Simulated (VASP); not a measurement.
Here is a VASP 6.6.1 calculation.

INCAR

```
ALGO = Fast
EDIFF = 1E-6
ENCUT = 520
GGA = PE
ISIF = 2
ISMEAR = 0
LASPH = True
LCHARG = True
LELF = True
LREAL = False
LVHAR = True
LWAVE = False
NBANDS = 11
NELM = 100
PREC = Accurate
SIGMA = 0.15
```

The input KPOINTS:

```
k-points
0
Gamma
  14 14 14
```

Contents of POSCAR:

```
Ca
1.0
    0.0000000000      2.7942000000      2.7942000000
    2.6265480000      0.0000000000      2.7942000000
    2.6265480000      2.7942000000      0.0000000000
Ca
1
Direct
    0.0000000000      0.0000000000      0.0000000000
```

Potentials or basis: VASP PAW PBE potentials, release 64 (Ca_sv).

Launch:

```bash
$ cat potpaw_PBE.64/Ca_sv/POTCAR > POTCAR
$ mpirun -np 1 vasp_std > vasp.out
```

(1) Predict the pressure.

(2) Predict the band gap on the k mesh.

Answers

(1) 0.5 GPa.

(2) zero (bands 5 and 6 overlap by 0.29 eV).

Caveat: the cell differs from its parent crystal (strain -0.0600 x Voigt [1, 0, 0, 0, 0, 0]).
